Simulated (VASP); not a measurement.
# GaSb (I-4m2) in VASP: single point with PBEsol

Aim: the single point of GaSb with PBEsol.

All numbers are computed with VASP 6.6.1; they aren't measurements. Logs are shortened: lines on timing, memory, paths and dates and some standing lists are left out, and cuts for length are marked.

## (1) The cell of the first run

Symmetry: I-4m2, No. 119, tetragonal system. The conventional cell has a = 5.507 Å, b = 5.507 Å, c = 3.181 Å, α = 90.00°, β = 90.00°, γ = 90.00°. Ga (site symmetry -4m2) has 8 Sb at 2.87 to 3.64 Å and 2 Ga at 3.18 Å within 3.8 Å. Sb (site symmetry -4m2) has 8 Ga at 2.87 to 3.64 Å and 2 Sb at 3.18 Å within 3.8 Å.

## (2) Single point, PBEsol

INCAR

```
  PREC = Accurate
  ENCUT = 500
  EDIFF = 1E-6
  ISMEAR = -1
  SIGMA = 0.1
  LREAL = False
  LASPH = True
  NELM = 120
  ALGO = Normal
  ISIF = 2
  LWAVE = False
  LCHARG = False
  GGA = PS
  NBANDS = 16
  GGA_COMPAT = False
```

KPOINTS

```
Automatic mesh
0
Gamma
  8 8 8
```

POSCAR

```
GaSb
1.0
   -2.7534340000      2.7534340000      1.5907070000
    2.7534340000     -2.7534340000      1.5907070000
    2.7534340000      2.7534340000     -1.5907070000
Ga Sb
1 1
Direct
    0.7500000000      0.2500000000      0.5000000000
    0.0000000000      0.0000000000      0.0000000000
```

Potentials or basis: VASP PAW PBE potentials, release 64 (Ga_d, Sb).

On the command line:

```bash
cat potpaw_PBE.64/Ga_d/POTCAR potpaw_PBE.64/Sb/POTCAR > POTCAR
mpirun -np 1 vasp_std > vasp.out
```

OUTCAR:

```text
PREC = Accurate
   ENCUT = 500
   EDIFF = 1E-6
   ISMEAR = -1
   LREAL = False
   LASPH = True
   NELM = 120
   ISIF = 2
   GGA = PS

 ion  position               nearest neighbor table
   1  0.750  0.250  0.500-   2 2.87   2 2.87   2 2.87   2 2.87
   2  0.000  0.000  0.000-   1 2.87   1 2.87   1 2.87   1 2.87

  LATTYP: Found a body centered tetragonal cell.
 ALAT       =     5.5068680000
 C/A-ratio  =     0.5777174975

  Lattice vectors:

 A1 = (  -2.7534340000,   2.7534340000,   1.5907070000)
 A2 = (   2.7534340000,  -2.7534340000,   1.5907070000)
 A3 = (   2.7534340000,   2.7534340000,  -1.5907070000)

Analysis of symmetry for initial positions (statically):
=====================================================================
 Subroutine PRICEL returns:
 Original cell was already a primitive cell.

 Routine SETGRP: Setting up the symmetry group for a
 body centered tetragonal supercell.

 Subroutine GETGRP returns: Found  8 space group operations
 (whereof  8 operations were pure point group operations)
 out of a pool of 16 trial point group operations.

The static configuration has the point symmetry D_2d.

Analysis of symmetry for dynamics (positions and initial velocities):
=====================================================================
 Subroutine PRICEL returns:
 Original cell was already a primitive cell.

 Routine SETGRP: Setting up the symmetry group for a
 body centered tetragonal supercell.

 Subroutine GETGRP returns: Found  8 space group operations
 (whereof  8 operations were pure point group operations)
 out of a pool of 16 trial point group operations.

The dynamic configuration has the point symmetry D_2d.

 Subroutine INISYM returns: Found  8 space group operations
 (whereof  8 operations are pure point group operations),
 and found     1 'primitive' translations

----------------------------------------------------------------------------------------

                                     Primitive cell

  volume of cell :      48.2391

  direct lattice vectors                    reciprocal lattice vectors
    -2.753434000  2.753434000  1.590707000     0.000000000  0.181591424  0.314325643
     2.753434000 -2.753434000  1.590707000     0.181591424  0.000000000  0.314325643
     2.753434000  2.753434000 -1.590707000     0.181591424  0.181591424  0.000000000

  length of vectors
     4.206322187  4.206322187  4.206322187     0.363009717  0.363009717  0.256809054

  position of ions in fractional coordinates (direct lattice)
     0.750000000  0.250000000  0.500000000
     0.000000000  0.000000000  0.000000000

  ion indices of the primitive-cell ions
   primitive index   ion index
                 1           1
                 2           2

----------------------------------------------------------------------------------------

 KPOINTS: Automatic mesh

Automatic generation of k-mesh.
 Grid dimensions read from file:
 generate k-points for:    8    8    8

 Generating k-lattice:

  Cartesian coordinates                     Fractional coordinates (reciprocal lattice)
     0.000000000  0.022698928  0.039290705     0.125000000 -0.000000000  0.000000000
     0.022698928  0.000000000  0.039290705    -0.000000000  0.125000000  0.000000000
     0.022698928  0.022698928  0.000000000     0.000000000  0.000000000  0.125000000

  Length of vectors
     0.045376215  0.045376215  0.032101132

  Shift w.r.t. Gamma in fractional coordinates (k-lattice)
     0.000000000  0.000000000  0.000000000

 Subroutine IBZKPT returns following result:
 ===========================================

 Found     59 irreducible k-points:

 Following reciprocal coordinates:
            Coordinates               Weight
  0.000000  0.000000  0.000000      1.000000
  0.125000 -0.000000  0.000000      8.000000
  0.250000 -0.000000  0.000000      8.000000
  0.375000 -0.000000  0.000000      8.000000
  0.500000 -0.000000  0.000000      4.000000
  0.125000  0.125000  0.000000      8.000000
[... 16 lines left out ...]
  0.250000  0.125000  0.125000     16.000000
  0.375000  0.125000  0.125000      8.000000
 [... further k-points ...]
   k-points           NKPTS =     59   k-points in BZ     NKDIM =     59   number of bands    NBANDS=     16
   number of dos      NEDOS =    301   number of ions     NIONS =      2
   total plane-waves  NPLWV =  32768
   dimension x,y,z NGX =    32 NGY =   32 NGZ =   32
   dimension x,y,z NGXF=    64 NGYF=   64 NGZF=   64
   ions per type =               1   1
   NGX,Y,Z   is equivalent  to a cutoff of  12.65, 12.65, 12.65 a.u.
   NGXF,Y,Z  is equivalent  to a cutoff of  25.29, 25.29, 25.29 a.u.
 SYSTEM =  unknown system
   PREC   = accura    normal or accurate (medium, high low for compatibility)
   ISTART =      0    job   : 0-new  1-cont  2-samecut
   ICHARG =      2    charge: 1-file 2-atom 10-const
   ISPIN  =      1    spin polarized calculation?
   LNONCOLLINEAR =      F non collinear calculations
   LSORBIT =      F    spin-orbit coupling
   LASPH  =      T    aspherical Exc in radial PAW
   ENCUT  =  500.0 eV  36.75 Ry    6.06 a.u.   7.67  7.67  7.67*2*pi/ulx,y,z
   NELM   =    120;   NELMIN=  2; NELMDL= -5     # of ELM steps
   EDIFF  = 0.1E-05   stopping-criterion for ELM
   LREAL  =      F    real-space projection
   EDIFFG = 0.1E-04   stopping-criterion for IOM
   NSW    =      0    number of steps for IOM
   IBRION =     -1    ionic relax: 0-MD 1-quasi-New 2-CG
   NFREE  =      0    steps in history (QN), initial steepest desc. (CG)
   ISIF   =      2    stress and relaxation
   ISYM   =      2    0-nonsym 1-usesym 2-fastsym
   POTIM  = 0.5000    time-step for ionic-motion
   TEBEG  =    0.0;   TEEND  =   0.0 temperature during run
   PSTRESS=    0.0 pullay stress
   NELECT =      18.0000    total number of electrons
   NUPDOWN=      -1.0000    fix difference up-down
   EMIN   =  10.00;   EMAX   =-10.00  energy-range for DOS
   EFERMI =   0.00;   METHOD = LEGACY
   ISMEAR =    -1;   SIGMA  =   0.10  broadening in eV -4-tet -1-fermi 0-gaus
   EFERMI_NEDOS =   21; number of points for ismear=-14 and -15
   IALGO  =     38    algorithm
   IMIX   =      4    mixing-type and parameters
     AMIX     =   0.40;   BMIX     =  1.00
     AMIX_MAG =   1.60;   BMIX_MAG =  1.00
  volume/ion in A,a.u.               =      24.12       162.77
  Fermi-wavevector in a.u.,A,eV,Ry     =   1.178598  2.227228 18.899772  1.389094
  Thomas-Fermi vector in A             =   2.314924
   LORBIT       =      0    0 simple, 1 ext, 2 COOP (PROOUT), +10 PAW based schemes
   GGA     = PS    functional components
   LHFCALC =     F    Hartree Fock is set to
   AEXX    =    0.0000 exact exchange contribution
   IVDW    =     0    specifies the selected vdW correction
   LEPSILON=     F    determine dielectric tensor
   LRPA    =     F    only Hartree local field effects (RPA)
 non-spin polarized calculation
  energy-cutoff  :      500.00
  volume of cell :       48.24
 maximum number of plane-waves:      1253
   NGX = 15   NGY = 15   NGZ = 15

 number of electron      17.9999994 magnetization

 Free energy of the ion-electron system (eV)
  ---------------------------------------------------
  ext. energy  EPLUGINS =         0.00000000
  ---------------------------------------------------
  free energy    TOTEN  =        -7.88781158 eV

  energy without entropy =       -7.86247309  energy(sigma->0) =       -7.87514233

 E-fermi :   6.3816     XC(G=0): -10.3613

 val. band max:        6.2852181546   @ k =   0.2500  -0.0000   0.0000
 cond. band min:       6.4276992602   @ k =   0.5000   0.5000   0.0000
 fundamental gap:      0.1424811055
 Fermi energy:         6.3816306741

 k-point     1 :       0.0000    0.0000    0.0000
  band No.  band energies     occupation
      1      -8.4938      2.00000
      2      -8.4091      2.00000
      3      -8.4018      2.00000
      4      -8.3811      2.00000
      5      -8.3811      2.00000
      6      -5.5370      2.00000
[... 8 lines left out ...]
     15      16.2768      0.00000
     16      17.1074      0.00000

 k-point     2 :       0.1250   -0.0000    0.0000
  band No.  band energies     occupation
      1      -8.4746      2.00000
      2      -8.4111      2.00000
      3      -8.3991      2.00000
      4      -8.3891      2.00000
      5      -8.3888      2.00000
      6      -5.2393      2.00000
[... 8 lines left out ...]
     15      15.3910      0.00000
     16      15.9827      0.00000

 k-point     3 :       0.2500   -0.0000    0.0000
  band No.  band energies     occupation
      1      -8.4317      2.00000
      2      -8.4162      2.00000
      3      -8.4109      2.00000
      4      -8.4052      2.00000
      5      -8.3888      2.00000
      6      -4.3597      2.00000
[... 8 lines left out ...]
     15      14.0026      0.00000
     16      16.2597      0.00000

 k-point     4 :       0.3750   -0.0000    0.0000
  band No.  band energies     occupation
      1      -8.4389      2.00000
      2      -8.4308      2.00000
      3      -8.4157      2.00000
      4      -8.3806      2.00000
      5      -8.3769      2.00000
      6      -2.9915      2.00000
[... 8 lines left out ...]
     15      14.5289      0.00000
     16      17.5150      0.00000
[... 324 lines left out ...]
 k-point    22 :       0.1250    0.1250    0.1250
  band No.  band energies     occupation
      1      -8.4286      2.00000
      2      -8.4191      2.00000
      3      -8.4104      2.00000
      4      -8.4055      2.00000
      5      -8.3869      2.00000
      6      -4.1050      2.00000
[... 8 lines left out ...]
     15      14.4425      0.00000
     16      14.6332      0.00000

 k-point    23 :       0.2500    0.1250    0.1250
  band No.  band energies     occupation
      1      -8.4373      2.00000
      2      -8.4292      2.00000
      3      -8.4162      2.00000
      4      -8.3827      2.00000
      5      -8.3752      2.00000
      6      -2.7786      2.00000
[... 8 lines left out ...]
     15      14.5527      0.00000
     16      16.2056      0.00000

 k-point    24 :       0.3750    0.1250    0.1250
  band No.  band energies     occupation
      1      -8.4462      2.00000
      2      -8.4366      2.00000
      3      -8.4175      2.00000
      4      -8.3788      2.00000
      5      -8.3573      2.00000
      6      -1.7702      2.00000
[... 8 lines left out ...]
     15      15.2032      0.00000
     16      15.5595      0.00000

 [... further k-points ...]

------------------------ aborting loop because EDIFF is reached ----------------------------------------

  FORCE on cell =-STRESS in cart. coord.  units (eV):
  Direction    XX          YY          ZZ          XY          YZ          ZX
  --------------------------------------------------------------------------------------
  -------------------------------------------------------------------------------------
  Total       -0.9526153     -0.9526153     -0.7213111      0.0000000      0.0000000      0.0000000
  in kB      -31.6394270    -31.6394270    -23.9570698      0.0000000      0.0000000      0.0000000
  external PRESSURE =     -29.0786413 kB  Pullay stress =       0.0000000 kB

 VOLUME and BASIS-vectors are now :
 -----------------------------------------------------------------------------
  energy-cutoff  :      500.00
  volume of cell :       48.24
      direct lattice vectors                 reciprocal lattice vectors
    -2.753434000  2.753434000  1.590707000     0.000000000  0.181591424  0.314325643
     2.753434000 -2.753434000  1.590707000     0.181591424  0.000000000  0.314325643
     2.753434000  2.753434000 -1.590707000     0.181591424  0.181591424  0.000000000

 POSITION                                       TOTAL-FORCE (eV/Angst)
 -----------------------------------------------------------------------------------
      0.00000      2.75343      0.79535         0.000000     -0.000000     -0.000000
      0.00000      0.00000      0.00000        -0.000000      0.000000      0.000000
 -----------------------------------------------------------------------------------
    total drift:                               -0.000000      0.000000      0.000000

  FREE ENERGIE OF THE ION-ELECTRON SYSTEM (eV)
  ---------------------------------------------------
  free  energy   TOTEN  =        -7.8878115837 eV

  energy  without entropy=       -7.8624730855  energy(sigma->0) =       -7.87514233
```

It took 11 s on 1 thread of Intel Xeon 6975P-C (Granite Rapids), shared host; peak memory 0.2 GiB.

What came out:

| Item | Value |
| --- | --- |
| Free energy | -7.8878 eV |
| Pressure | -2.9 GPa |
| Band gap on the k mesh | zero (bands 9 and 10 overlap by 3.82 eV) |

Caveat: the PAW data sets were made with another functional, which shifts forces and pressure a little; spin-orbit coupling is left out, which moves the levels of the heavy elements.
